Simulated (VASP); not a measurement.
# WSe2 in VASP: a series of runs

WSe2 is run at these levels: PBEsol; tasks: single point.

Program: VASP 6.6.1. These are calculated values, not measurements. Logs are shortened: lines on timing, memory, paths and dates and some standing lists are left out, and cuts for length are marked.

## (1) The cell of the first run

The cell holds a slab with vacuum, 3 atoms: a = 3.227 Å, b = 3.227 Å, c = 16.661 Å, α = 90.00°, β = 90.00°, γ = 120.00°.

## (2) Single point, PBEsol

File INCAR:

```
SYSTEM = WSe2
PREC = Accurate
ENCUT = 520
EDIFF = 1E-6
ISMEAR = 0
SIGMA = 0.05
LREAL = .False.
LASPH = .True.
NELM = 80
ALGO = Normal
ISIF = 2
LWAVE = .False.
LCHARG = .True.
GGA = PS
LELF = .True.
LVHAR = .True.
NBANDS = 20
```

File KPOINTS:

```
Automatic mesh
0
Gamma
  9 9 2
  0 0 0
```

File POSCAR:

```
WSe2
1.0
    3.2267186148      0.0000000000      0.0000000000
   -1.6133593074      2.7944202912      0.0000000000
    0.0000000000      0.0000000000     16.6611439352
W Se
1 2
Direct
    0.0000000000      0.0000000000     -0.0010312947
    0.3333333333      0.6666666667      0.1015995001
    0.3333333333      0.6666666667      0.9008012955
```

Potentials or basis: VASP PAW PBE potentials, release 64 (W_sv, Se).

Launch:

```console
$ cat potpaw_PBE.64/W_sv/POTCAR potpaw_PBE.64/Se/POTCAR > POTCAR
$ mpirun -np 1 vasp_std > vasp.out
```

OUTCAR:

```text
SYSTEM = WSe2
   PREC = Accurate
   ENCUT = 520
   EDIFF = 1E-6
   ISMEAR = 0
   LREAL = .False.
   LASPH = .True.
   NELM = 80
   ISIF = 2
   GGA = PS

 ion  position               nearest neighbor table
   1  0.000  0.000  0.999-   3 2.48   3 2.48   3 2.48   2 2.53   2 2.53   2 2.53
   2  0.333  0.667  0.102-   1 2.53   1 2.53   1 2.53
   3  0.333  0.667  0.901-   1 2.48   1 2.48   1 2.48

  LATTYP: Found a hexagonal cell.
 ALAT       =     3.2267186148
 C/A-ratio  =     5.1634945355

  Lattice vectors:

 A1 = (   3.2267186148,   0.0000000000,   0.0000000000)
 A2 = (  -1.6133593074,   2.7944202912,   0.0000000000)
 A3 = (   0.0000000000,   0.0000000000,  16.6611439352)

Analysis of symmetry for initial positions (statically):
=====================================================================
 Subroutine PRICEL returns:
 Original cell was already a primitive cell.

 Routine SETGRP: Setting up the symmetry group for a
 hexagonal supercell.

 Subroutine GETGRP returns: Found  6 space group operations
 (whereof  6 operations were pure point group operations)
 out of a pool of 24 trial point group operations.

The static configuration has the point symmetry C_3v.

Analysis of symmetry for dynamics (positions and initial velocities):
=====================================================================
 Subroutine PRICEL returns:
 Original cell was already a primitive cell.

 Routine SETGRP: Setting up the symmetry group for a
 hexagonal supercell.

 Subroutine GETGRP returns: Found  6 space group operations
 (whereof  6 operations were pure point group operations)
 out of a pool of 24 trial point group operations.

The dynamic configuration has the point symmetry C_3v.

 Subroutine INISYM returns: Found  6 space group operations
 (whereof  6 operations are pure point group operations),
 and found     1 'primitive' translations

----------------------------------------------------------------------------------------

                                     Primitive cell

  volume of cell :     150.2303

  direct lattice vectors                    reciprocal lattice vectors
     3.226718615  0.000000000  0.000000000     0.309912366  0.178927988  0.000000000
    -1.613359307  2.794420291  0.000000000     0.000000000  0.357855976  0.000000000
     0.000000000  0.000000000 16.661143935     0.000000000  0.000000000  0.060019888

  length of vectors
     3.226718615  3.226718615 16.661143935     0.357855976  0.357855976  0.060019888

  position of ions in fractional coordinates (direct lattice)
     0.000000000  0.000000000  0.998968705
     0.333333333  0.666666667  0.101599500
     0.333333333  0.666666667  0.900801296

  ion indices of the primitive-cell ions
   primitive index   ion index
                 1           1
                 2           2
                 3           3

----------------------------------------------------------------------------------------

 KPOINTS: Automatic mesh

Automatic generation of k-mesh.
 Grid dimensions read from file:
 generate k-points for:    9    9    2

 Generating k-lattice:

  Cartesian coordinates                     Fractional coordinates (reciprocal lattice)
     0.034434707  0.019880888  0.000000000     0.111111111  0.000000000  0.000000000
     0.000000000  0.039761775  0.000000000     0.000000000  0.111111111  0.000000000
     0.000000000  0.000000000  0.030009944     0.000000000  0.000000000  0.500000000

  Length of vectors
     0.039761775  0.039761775  0.030009944

  Shift w.r.t. Gamma in fractional coordinates (k-lattice)
     0.000000000  0.000000000  0.000000000

 Subroutine IBZKPT returns following result:
 ===========================================

 Found     24 irreducible k-points:

 Following reciprocal coordinates:
            Coordinates               Weight
  0.000000  0.000000  0.000000      1.000000
  0.111111 -0.000000  0.000000      6.000000
  0.222222  0.000000  0.000000      6.000000
  0.333333 -0.000000  0.000000      6.000000
  0.444444  0.000000  0.000000      6.000000
  0.111111  0.111111  0.000000      6.000000
[... 16 lines left out ...]
  0.333333  0.222222  0.500000     12.000000
  0.333333  0.333333  0.500000      2.000000
   k-points           NKPTS =     24   k-points in BZ     NKDIM =     24   number of bands    NBANDS=     20
   number of dos      NEDOS =    301   number of ions     NIONS =      3
   total plane-waves  NPLWV =  72576
   dimension x,y,z NGX =    24 NGY =   24 NGZ =  126
   dimension x,y,z NGXF=    48 NGYF=   48 NGZF=  252
   ions per type =               1   2
   NGX,Y,Z   is equivalent  to a cutoff of  12.37, 12.37, 12.57 a.u.
   NGXF,Y,Z  is equivalent  to a cutoff of  24.73, 24.73, 25.14 a.u.
 SYSTEM =  WSe2
   PREC   = accura    normal or accurate (medium, high low for compatibility)
   ISTART =      0    job   : 0-new  1-cont  2-samecut
   ICHARG =      2    charge: 1-file 2-atom 10-const
   ISPIN  =      1    spin polarized calculation?
   LNONCOLLINEAR =      F non collinear calculations
   LSORBIT =      F    spin-orbit coupling
   LASPH  =      T    aspherical Exc in radial PAW
   ENCUT  =  520.0 eV  38.22 Ry    6.18 a.u.   6.00  6.00 30.98*2*pi/ulx,y,z
   NELM   =     80;   NELMIN=  2; NELMDL= -5     # of ELM steps
   EDIFF  = 0.1E-05   stopping-criterion for ELM
   LREAL  =      F    real-space projection
   EDIFFG = 0.1E-04   stopping-criterion for IOM
   NSW    =      0    number of steps for IOM
   IBRION =     -1    ionic relax: 0-MD 1-quasi-New 2-CG
   NFREE  =      0    steps in history (QN), initial steepest desc. (CG)
   ISIF   =      2    stress and relaxation
   ISYM   =      2    0-nonsym 1-usesym 2-fastsym
   POTIM  = 0.5000    time-step for ionic-motion
   TEBEG  =    0.0;   TEEND  =   0.0 temperature during run
   PSTRESS=    0.0 pullay stress
   NELECT =      26.0000    total number of electrons
   NUPDOWN=      -1.0000    fix difference up-down
   EMIN   =  10.00;   EMAX   =-10.00  energy-range for DOS
   EFERMI =   0.00;   METHOD = LEGACY
   ISMEAR =     0;   SIGMA  =   0.05  broadening in eV -4-tet -1-fermi 0-gaus
   EFERMI_NEDOS =   21; number of points for ismear=-14 and -15
   IALGO  =     38    algorithm
   IMIX   =      4    mixing-type and parameters
     AMIX     =   0.40;   BMIX     =  1.00
     AMIX_MAG =   1.60;   BMIX_MAG =  1.00
  volume/ion in A,a.u.               =      50.08       337.93
  Fermi-wavevector in a.u.,A,eV,Ry     =   0.912319  1.724033 11.324483  0.832326
  Thomas-Fermi vector in A             =   2.036701
   LORBIT       =      0    0 simple, 1 ext, 2 COOP (PROOUT), +10 PAW based schemes
   GGA     = PS    functional components
   LHFCALC =     F    Hartree Fock is set to
   AEXX    =    0.0000 exact exchange contribution
   IVDW    =     0    specifies the selected vdW correction
   LEPSILON=     F    determine dielectric tensor
   LRPA    =     F    only Hartree local field effects (RPA)
 non-spin polarized calculation
 Gauss-broadening in eV      SIGMA  =   0.05
  energy-cutoff  :      520.00
  volume of cell :      150.23
 maximum number of plane-waves:      4092
 NGX is ok and might be reduce to    24
   NGX = 11   NGY = 11   NGZ = 61

 number of electron      26.0000004 magnetization

 Free energy of the ion-electron system (eV)
  ---------------------------------------------------
  ext. energy  EPLUGINS =         0.00000000
  ---------------------------------------------------
  free energy    TOTEN  =       -23.18732687 eV

  energy without entropy =      -23.18732687  energy(sigma->0) =      -23.18732687

 E-fermi :  -0.4464     XC(G=0):  -4.9080

 val. band max:       -0.7015679215   @ k =   0.3333   0.3333   0.5000
 cond. band min:       1.0458548157   @ k =   0.2222   0.1111   0.0000
 fundamental gap:      1.7474227372
 Fermi energy:        -0.4463789172

 k-point     1 :       0.0000    0.0000    0.0000
  band No.  band energies     occupation
      1     -74.5631      2.00000
      2     -38.8707      2.00000
      3     -38.6764      2.00000
      4     -38.6764      2.00000
      5     -15.7766      2.00000
      6     -14.4335      2.00000
[... 12 lines left out ...]
     19       4.2876      0.00000
     20       4.7104      0.00000

 k-point     2 :       0.1111   -0.0000    0.0000
  band No.  band energies     occupation
      1     -74.5615      2.00000
      2     -38.8640      2.00000
      3     -38.7111      2.00000
      4     -38.6844      2.00000
      5     -15.5744      2.00000
      6     -14.3313      2.00000
[... 12 lines left out ...]
     19       4.5445      0.00000
     20       5.3290      0.00000

 k-point     3 :       0.2222    0.0000    0.0000
  band No.  band energies     occupation
      1     -74.5573      2.00000
      2     -38.8470      2.00000
      3     -38.7981      2.00000
      4     -38.7048      2.00000
      5     -15.0151      2.00000
      6     -14.0495      2.00000
[... 12 lines left out ...]
     19       5.2369      0.00000
     20       6.0124      0.00000

 k-point     4 :       0.3333   -0.0000    0.0000
  band No.  band energies     occupation
      1     -74.5526      2.00000
      2     -38.8956      2.00000
      3     -38.8274      2.00000
      4     -38.7279      2.00000
      5     -14.2580      2.00000
      6     -13.6748      2.00000
[... 12 lines left out ...]
     19       6.0447      0.00000
     20       6.0941      0.00000

 k-point     5 :       0.4444    0.0000    0.0000
  band No.  band energies     occupation
      1     -74.5496      2.00000
      2     -38.9582      2.00000
      3     -38.8146      2.00000
      4     -38.7429      2.00000
      5     -13.6509      2.00000
      6     -13.3764      2.00000
[... 12 lines left out ...]
     19       6.3646      0.00000
     20       6.4294      0.00000
[... 353 lines left out ...]
      6     -13.2787      2.00000
[... 12 lines left out ...]
     19       7.1270      0.00000
     20       7.4470      0.00000

 k-point    22 :       0.2222    0.2222    0.5000
  band No.  band energies     occupation
      1     -74.5506      2.00000
      2     -38.9011      2.00000
      3     -38.8188      2.00000
      4     -38.7758      2.00000
      5     -13.8858      2.00000
      6     -13.4777      2.00000
[... 12 lines left out ...]
     19       6.5810      0.00000
     20       6.6671      0.00000

 k-point    23 :       0.3333    0.2222    0.5000
  band No.  band energies     occupation
      1     -74.5482      2.00000
      2     -38.9237      2.00000
      3     -38.8132      2.00000
      4     -38.8090      2.00000
      5     -13.4077      2.00000
      6     -13.2100      2.00000
[... 12 lines left out ...]
     19       6.9278      0.00000
     20       7.6618      0.00000

 k-point    24 :       0.3333    0.3333    0.5000
  band No.  band energies     occupation
      1     -74.5474      2.00000
      2     -38.8940      2.00000
      3     -38.8641      2.00000
      4     -38.8057      2.00000
      5     -13.2535      2.00000
      6     -13.0890      2.00000
[... 12 lines left out ...]
     19       5.9868      0.00000
     20       8.0694      0.00000

------------------------ aborting loop because EDIFF is reached ----------------------------------------

  FORCE on cell =-STRESS in cart. coord.  units (eV):
  Direction    XX          YY          ZZ          XY          YZ          ZX
  --------------------------------------------------------------------------------------
  -------------------------------------------------------------------------------------
  Total        1.8073302      1.8073302      1.2957764      0.0000000      0.0000000     -0.0000000
  in kB       19.2748256     19.2748256     13.8192036      0.0000000      0.0000000     -0.0000000
  external PRESSURE =      17.4562849 kB  Pullay stress =       0.0000000 kB

 VOLUME and BASIS-vectors are now :
 -----------------------------------------------------------------------------
  energy-cutoff  :      520.00
  volume of cell :      150.23
      direct lattice vectors                 reciprocal lattice vectors
     3.226718615  0.000000000  0.000000000     0.309912366  0.178927988  0.000000000
    -1.613359307  2.794420291  0.000000000     0.000000000  0.357855976  0.000000000
     0.000000000  0.000000000 16.661143935     0.000000000  0.000000000  0.060019888

 POSITION                                       TOTAL-FORCE (eV/Angst)
 -----------------------------------------------------------------------------------
      0.00000      0.00000     16.64396        -0.000000     -0.000000      1.185369
     -0.00000      1.86295      1.69276        -0.000000     -0.000000     -0.189059
     -0.00000      1.86295     15.00838         0.000000      0.000000     -0.996310
 -----------------------------------------------------------------------------------
    total drift:                                0.000000     -0.000000     -0.000213

  FREE ENERGIE OF THE ION-ELECTRON SYSTEM (eV)
  ---------------------------------------------------
  free  energy   TOTEN  =       -23.1873268699 eV

  energy  without entropy=      -23.1873268699  energy(sigma->0) =      -23.18732687
```

It took 1.7 min on 1 thread of Intel Xeon Platinum 8259CL at 2.50GHz (Skylake/Cascade Lake), shared host; peak memory 0.28 GiB.

Results:

```yaml
Free_energy: -23.1873 eV
Largest_force: 1.185 eV/Å
Band_gap_on_the_k_mesh: 1.75 eV, indirect (least direct gap 1.84 eV)
```

Forces in eV/Å, atoms in the order of the input:
```
W    0.000  0.000  1.185
Se   0.000  0.000 -0.189
Se   0.000  0.000 -0.996
```

Levels at points of the mesh, in eV from the valence-band top:
```tsv
k point	band 9	band 10	band 11	band 12	band 13	band 14	band 15	band 16	band 17	band 18
(0.00, 0.00, 0.00)	-2.34	-2.34	-1.09	-1.09	-0.50	3.16	3.16	3.47	3.47	4.42
(0.00, 0.00, 0.50)	-2.34	-2.34	-1.09	-1.09	-0.50	3.16	3.16	3.47	3.47	4.54
```

Caveat: the PAW data sets were made with another functional, which shifts forces and pressure a little; spin-orbit coupling is left out, which moves the levels of the heavy elements.

(Part 1 of 2 ends here.)
